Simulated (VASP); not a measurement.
SiC, 2 atoms in the cell. Symmetry: R3m, No. 160, trigonal system. The conventional cell has a = 3.147 Å, b = 3.147 Å, c = 7.346 Å, α = 90.00°, β = 90.00°, γ = 120.00°. Within 2.4 Å of Si (site symmetry 3m) lie 4 C at 1.84 to 1.92 Å. Within 2.4 Å of C (site symmetry 3m) lie 4 Si at 1.84 to 1.92 Å. 

```yaml
Program: VASP 6.6.1
Task: single point
Functional: PBE
Potentials_or_basis: VASP PAW PBE potentials, release 64 (Si, C)
Cutoff: 520 eV
k_mesh: 12 × 12 × 12
Occupations: gaussian, width 0.05 eV
Spin: no spin polarisation
Dipole_correction: no
Further_INCAR_settings: ALGO = Normal; EDIFF = 1e-06; NBANDS = 11
```

Potentials or basis: VASP PAW PBE potentials, release 64 (Si, C).

Launch:

```bash
$ cat potpaw_PBE.64/Si/POTCAR potpaw_PBE.64/C/POTCAR > POTCAR
$ mpirun -np 1 vasp_std > vasp.out
```

Hardware: 1 thread of Intel(R) Xeon(R) Platinum 8488C (Sapphire Rapids), on a shared host.

**Question.** Estimate the wall time of this run.

**Answer.** Run time: 16 s on 1 thread of Intel(R) Xeon(R) Platinum 8488C (Sapphire Rapids), with other jobs on the host, peak memory 0.16 GiB. Counts: scf iterations 12, k points 189.
